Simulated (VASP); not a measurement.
Input of a VASP 6.6.1 run:

The input INCAR:

```
SYSTEM = MgS
PREC = Accurate
ENCUT = 520
EDIFF = 1E-6
ISMEAR = 0
SIGMA = 0.02
LREAL = .False.
LASPH = .True.
NELM = 80
ALGO = Normal
ISIF = 2
LWAVE = .False.
LCHARG = .False.
GGA = PS
NBANDS = 11
```

KPOINTS

```
Automatic mesh
0
Gamma
  8 8 8
  0 0 0
```

Contents of POSCAR:

```
MgS
1.0
    0.0148294050      2.5913214495      2.5793798760
    2.5704562165      0.0153497350      2.5788595460
    2.5816433115      2.6019882145      0.0041626400
Mg S
1 1
Direct
   -0.0104222320      0.0030922684     -0.0102415775
    0.5104222320      0.4969077316      0.5102415775
```

Potentials or basis: VASP PAW PBE potentials, release 64 (Mg, S).

Run with:

```console
$ cat potpaw_PBE.64/Mg/POTCAR potpaw_PBE.64/S/POTCAR > POTCAR
$ mpirun -np 1 vasp_std > vasp.out
```

(1) Estimate the largest force.

(2) Estimate the pressure.

## Answers

(1) 0.383 eV/Å.

(2) 1.5 GPa.

Caveat: the cell differs from its parent crystal (atoms moved at random and the cell strained at random); the PAW data sets were made with another functional, which shifts forces and pressure a little.
